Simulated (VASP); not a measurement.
# ScAl (P4mm) in VASP: further runs

The runs below take ScAl through single point, with LDA.

Program: VASP 6.6.1. These are calculated values, not measurements. Logs are shortened: lines on timing, memory, paths and dates and some standing lists are left out, and cuts for length are marked.

## 1. The cell of the first run

It takes space group P4mm (No. 99, tetragonal). Conventional cell: a = 3.370 Å, b = 3.370 Å, c = 3.370 Å, α = 90.00°, β = 90.00°, γ = 90.00°. Sc (site symmetry 4mm) has 8 Al at 2.66 to 3.23 Å and 6 Sc at 3.37 Å within 3.5 Å. Within 3.5 Å of Al (site symmetry 4mm) lie 8 Sc at 2.66 to 3.23 Å and 6 Al at 3.37 Å.

## 2. Single point, LDA (all Sc atoms moved -0.500 Å, as atom 1 along Cartesian [0 0 1])

INCAR

```
PREC = Accurate
ENCUT = 520
EDIFF = 1E-6
ISMEAR = -1
SIGMA = 0.02
LREAL = False
LASPH = True
NELM = 60
ALGO = Fast
ISIF = 2
LWAVE = False
LCHARG = False
NBANDS = 14
```

KPOINTS

```
regular mesh
0
Gamma
  14 14 14
```

POSCAR

```
ScAl
1.0
    3.3703489700      0.0000000000      0.0000000000
    0.0000000000      3.3703489700      0.0000000000
    0.0000000000      0.0000000000      3.3703489700
Sc Al
1 1
Direct
    0.5000000000      0.5000000000      0.3516474097
    0.0000000000      0.0000000000      0.0000000000
```

Potentials or basis: VASP PAW LDA potentials, release 64 (Sc_sv, Al).

Command:

```sh
$ cat potpaw_LDA.64/Sc_sv/POTCAR potpaw_LDA.64/Al/POTCAR > POTCAR
$ mpirun -np 1 vasp_std > vasp.out
```

OUTCAR:

```text
PREC = Accurate
   ENCUT = 520
   EDIFF = 1E-6
   ISMEAR = -1
   LREAL = False
   LASPH = True
   NELM = 60
   ISIF = 2

 ion  position               nearest neighbor table
   1  0.500  0.500  0.352-   2 2.66   2 2.66   2 2.66   2 2.66   2 3.23   2 3.23   2 3.23   2 3.23

   2  0.000  0.000  0.000-   1 2.66   1 2.66   1 2.66   1 2.66   1 3.23   1 3.23   1 3.23   1 3.23

  LATTYP: Found a simple cubic cell.
 ALAT       =     3.3703489700

  Lattice vectors:

 A1 = (   3.3703489700,   0.0000000000,   0.0000000000)
 A2 = (   0.0000000000,   3.3703489700,   0.0000000000)
 A3 = (   0.0000000000,   0.0000000000,   3.3703489700)

Analysis of symmetry for initial positions (statically):
=====================================================================
 Subroutine PRICEL returns:
 Original cell was already a primitive cell.

 Routine SETGRP: Setting up the symmetry group for a
 simple cubic supercell.

 Subroutine GETGRP returns: Found  8 space group operations
 (whereof  8 operations were pure point group operations)
 out of a pool of 48 trial point group operations.

The static configuration has the point symmetry C_4v.

Analysis of symmetry for dynamics (positions and initial velocities):
=====================================================================
 Subroutine PRICEL returns:
 Original cell was already a primitive cell.

 Routine SETGRP: Setting up the symmetry group for a
 simple cubic supercell.

 Subroutine GETGRP returns: Found  8 space group operations
 (whereof  8 operations were pure point group operations)
 out of a pool of 48 trial point group operations.

The dynamic configuration has the point symmetry C_4v.

 Subroutine INISYM returns: Found  8 space group operations
 (whereof  8 operations are pure point group operations),
 and found     1 'primitive' translations

----------------------------------------------------------------------------------------

                                     Primitive cell

  volume of cell :      38.2846

  direct lattice vectors                    reciprocal lattice vectors
     3.370348970  0.000000000  0.000000000     0.296705181  0.000000000  0.000000000
     0.000000000  3.370348970  0.000000000     0.000000000  0.296705181  0.000000000
     0.000000000  0.000000000  3.370348970     0.000000000  0.000000000  0.296705181

  length of vectors
     3.370348970  3.370348970  3.370348970     0.296705181  0.296705181  0.296705181

  position of ions in fractional coordinates (direct lattice)
     0.500000000  0.500000000  0.351647410
     0.000000000  0.000000000  0.000000000

  ion indices of the primitive-cell ions
   primitive index   ion index
                 1           1
                 2           2

----------------------------------------------------------------------------------------

 KPOINTS: regular mesh

Automatic generation of k-mesh.
 Grid dimensions read from file:
 generate k-points for:   14   14   14

 Generating k-lattice:

  Cartesian coordinates                     Fractional coordinates (reciprocal lattice)
     0.021193227  0.000000000  0.000000000     0.071428571  0.000000000  0.000000000
     0.000000000  0.021193227  0.000000000     0.000000000  0.071428571  0.000000000
     0.000000000  0.000000000  0.021193227     0.000000000  0.000000000  0.071428571

  Length of vectors
     0.021193227  0.021193227  0.021193227

  Shift w.r.t. Gamma in fractional coordinates (k-lattice)
     0.000000000  0.000000000  0.000000000

 Subroutine IBZKPT returns following result:
 ===========================================

 Found    288 irreducible k-points:

 Following reciprocal coordinates:
            Coordinates               Weight
  0.000000  0.000000  0.000000      1.000000
  0.071429  0.000000  0.000000      4.000000
  0.000000  0.000000  0.071429      2.000000
  0.142857  0.000000  0.000000      4.000000
  0.000000  0.000000  0.142857      2.000000
  0.214286  0.000000  0.000000      4.000000
[... 16 lines left out ...]
  0.071429  0.000000  0.214286      8.000000
  0.285714  0.071429  0.000000      8.000000
 [... further k-points ...]
   k-points           NKPTS =    288   k-points in BZ     NKDIM =    288   number of bands    NBANDS=     14
   number of dos      NEDOS =    301   number of ions     NIONS =      2
   total plane-waves  NPLWV =  21952
   dimension x,y,z NGX =    28 NGY =   28 NGZ =   28
   dimension x,y,z NGXF=    56 NGYF=   56 NGZF=   56
   ions per type =               1   1
   NGX,Y,Z   is equivalent  to a cutoff of  13.81, 13.81, 13.81 a.u.
   NGXF,Y,Z  is equivalent  to a cutoff of  27.62, 27.62, 27.62 a.u.
 SYSTEM =  unknown system
   PREC   = accura    normal or accurate (medium, high low for compatibility)
   ISTART =      0    job   : 0-new  1-cont  2-samecut
   ICHARG =      2    charge: 1-file 2-atom 10-const
   ISPIN  =      1    spin polarized calculation?
   LNONCOLLINEAR =      F non collinear calculations
   LSORBIT =      F    spin-orbit coupling
   LASPH  =      T    aspherical Exc in radial PAW
   ENCUT  =  520.0 eV  38.22 Ry    6.18 a.u.   6.27  6.27  6.27*2*pi/ulx,y,z
   NELM   =     60;   NELMIN=  2; NELMDL= -5     # of ELM steps
   EDIFF  = 0.1E-05   stopping-criterion for ELM
   LREAL  =      F    real-space projection
   EDIFFG = 0.1E-04   stopping-criterion for IOM
   NSW    =      0    number of steps for IOM
   IBRION =     -1    ionic relax: 0-MD 1-quasi-New 2-CG
   NFREE  =      0    steps in history (QN), initial steepest desc. (CG)
   ISIF   =      2    stress and relaxation
   ISYM   =      2    0-nonsym 1-usesym 2-fastsym
   POTIM  = 0.5000    time-step for ionic-motion
   TEBEG  =    0.0;   TEEND  =   0.0 temperature during run
   PSTRESS=    0.0 pullay stress
   NELECT =      14.0000    total number of electrons
   NUPDOWN=      -1.0000    fix difference up-down
   EMIN   =  10.00;   EMAX   =-10.00  energy-range for DOS
   EFERMI =   0.00;   METHOD = LEGACY
   ISMEAR =    -1;   SIGMA  =   0.02  broadening in eV -4-tet -1-fermi 0-gaus
   EFERMI_NEDOS =   21; number of points for ismear=-14 and -15
   IALGO  =     68    algorithm
   IMIX   =      4    mixing-type and parameters
     AMIX     =   0.40;   BMIX     =  1.00
     AMIX_MAG =   1.60;   BMIX_MAG =  1.00
  volume/ion in A,a.u.               =      19.14       129.18
  Fermi-wavevector in a.u.,A,eV,Ry     =   1.170692  2.212287 18.647052  1.370520
  Thomas-Fermi vector in A             =   2.307147
   LORBIT       =      0    0 simple, 1 ext, 2 COOP (PROOUT), +10 PAW based schemes
   GGA     = CA    functional components
   LHFCALC =     F    Hartree Fock is set to
   AEXX    =    0.0000 exact exchange contribution
   IVDW    =     0    specifies the selected vdW correction
   LEPSILON=     F    determine dielectric tensor
   LRPA    =     F    only Hartree local field effects (RPA)
 non-spin polarized calculation
 RMM-DIIS sequential band-by-band and
  energy-cutoff  :      520.00
  volume of cell :       38.28
 maximum number of plane-waves:      1064
 NGX is ok and might be reduce to    28
   NGX = 13   NGY = 13   NGZ = 13

 number of electron      14.0000000 magnetization

 Free energy of the ion-electron system (eV)
  ---------------------------------------------------
  ext. energy  EPLUGINS =         0.00000000
  ---------------------------------------------------
  free energy    TOTEN  =       -11.30245641 eV

  energy without entropy =      -11.30153613  energy(sigma->0) =      -11.30199627

 E-fermi :   5.7230     XC(G=0): -10.4843

 val. band max:        5.7165114348   @ k =   0.0714   0.0000   0.4286
 cond. band min:       5.7341544938   @ k =   0.0714   0.4286   0.1429
 fundamental gap:      0.0176430590
 Fermi energy:         5.7230481141

 k-point     1 :       0.0000    0.0000    0.0000
  band No.  band energies     occupation
      1     -42.9505      2.00000
      2     -21.9149      2.00000
      3     -21.8896      2.00000
      4     -21.8896      2.00000
      5      -2.5527      2.00000
      6       4.9346      2.00000
      7       4.9871      2.00000
      8       8.2468      0.00000
      9       8.2468      0.00000
     10       8.2998      0.00000
     11       9.9124      0.00000
     12       9.9124      0.00000
     13      10.3009      0.00000
     14      13.7402      0.00000

 k-point     2 :       0.0714    0.0000    0.0000
  band No.  band energies     occupation
      1     -42.9497      2.00000
      2     -21.9142      2.00000
      3     -21.8994      2.00000
      4     -21.8887      2.00000
      5      -2.4788      2.00000
      6       4.9184      2.00000
      7       4.9861      2.00000
      8       7.9620      0.00000
      9       8.1373      0.00000
     10       8.4084      0.00000
     11       9.4618      0.00000
     12      10.1470      0.00000
     13      10.6934      0.00000
     14      13.6785      0.00000

 k-point     3 :       0.0000    0.0000    0.0714
  band No.  band energies     occupation
      1     -42.9497      2.00000
      2     -21.9242      2.00000
      3     -21.8888      2.00000
      4     -21.8888      2.00000
      5      -2.4815      2.00000
      6       4.8745      2.00000
      7       5.0201      2.00000
      8       8.0879      0.00000
      9       8.0879      0.00000
     10       8.3096      0.00000
     11       9.9576      0.00000
     12      10.1124      0.00000
     13      10.1124      0.00000
     14      14.2384      0.00000
[... 324 lines left out ...]
 k-point    23 :       0.0714    0.0000    0.2143
  band No.  band energies     occupation
      1     -42.9436      2.00000
      2     -21.9860      2.00000
      3     -21.8928      2.00000
      4     -21.8823      2.00000
      5      -1.8571      2.00000
      6       4.2259      2.00000
      7       5.2177      2.00000
      8       7.2425      0.00000
      9       7.3848      0.00000
     10       8.2699      0.00000
     11       9.1729      0.00000
     12      10.8796      0.00000
     13      11.3239      0.00000
     14      14.0487      0.00000

 k-point    24 :       0.2857    0.0714    0.0000
  band No.  band energies     occupation
      1     -42.9398      2.00000
      2     -22.0088      2.00000
      3     -21.9034      2.00000
      4     -21.8881      2.00000
      5      -1.3567      2.00000
      6       3.5707      2.00000
      7       5.4329      2.00000
      8       6.6159      0.00000
      9       7.2950      0.00000
     10       8.4400      0.00000
     11       8.8449      0.00000
     12      11.5848      0.00000
     13      12.2608      0.00000
     14      13.1500      0.00000

 [... further k-points ...]
[... 5 lines left out ...]
  --------------------------------------------------------------------------------------
  -------------------------------------------------------------------------------------
  Total        0.8048197      0.8048197     -0.2841409      0.0000000      0.0000000     -0.0000000
  in kB       33.6809668     33.6809668    -11.8910362      0.0000000      0.0000000     -0.0000000
  external PRESSURE =      18.4902991 kB  Pullay stress =       0.0000000 kB

 VOLUME and BASIS-vectors are now :
 -----------------------------------------------------------------------------
  energy-cutoff  :      520.00
  volume of cell :       38.28
      direct lattice vectors                 reciprocal lattice vectors
     3.370348970  0.000000000  0.000000000     0.296705181  0.000000000  0.000000000
     0.000000000  3.370348970  0.000000000     0.000000000  0.296705181  0.000000000
     0.000000000  0.000000000  3.370348970     0.000000000  0.000000000  0.296705181

 POSITION                                       TOTAL-FORCE (eV/Angst)
 -----------------------------------------------------------------------------------
      1.68517      1.68517      1.18517         0.000000     -0.000000      2.201709
      0.00000      0.00000      0.00000        -0.000000      0.000000     -2.201709
 -----------------------------------------------------------------------------------
    total drift:                                0.000000      0.000000      0.000746

  FREE ENERGIE OF THE ION-ELECTRON SYSTEM (eV)
  ---------------------------------------------------
  free  energy   TOTEN  =       -11.3024564070 eV

  energy  without entropy=      -11.3015361261  energy(sigma->0) =      -11.30199627
```

Run time: 2.3 min. Hardware: 1 thread of Intel Xeon Platinum 8259CL at 2.50GHz (Skylake/Cascade Lake), shared host; peak memory 0.27 GiB.

What came out:

```
Free energy            : -11.3025 eV
Pressure               : 1.8 GPa
Largest force          : 2.202 eV/Å
Band gap on the k mesh : zero (band 7 reaches 5.98 eV, above the bottom of band 8 at 5.19 eV)
```

Forces in eV/Å, atoms in the order of the input:
```
Sc   0.000  0.000  2.202
Al   0.000  0.000 -2.202
```

Levels at points of the mesh, in eV from the Fermi level:
```
           k point  band 5  band 6  band 7  band 8  band 9  band 10
(0.00, 0.00, 0.00)   -8.28   -0.79   -0.74    2.52    2.52     2.58
(0.50, 0.00, 0.00)   -5.51   -4.33    0.17    0.55    1.06     2.90
(0.00, 0.00, 0.50)   -5.68   -4.25    0.06    0.91    0.91     2.78
(0.50, 0.50, 0.00)   -4.75   -1.72   -1.72   -0.54    1.83     1.83
(0.00, 0.50, 0.50)   -4.48   -1.96   -1.76   -0.44    1.18     1.62
(0.50, 0.50, 0.50)   -2.85   -2.30   -2.30   -0.15    2.76     2.76
```

Caveat: the cell differs from its parent crystal (all Sc atoms moved -0.500 Å, as atom 1 along Cartesian [0 0 1]); forces of over 1 eV/Å act on the atoms, so gaps and moduli don't describe the material at rest.

(Continued in part 2 of 2.)
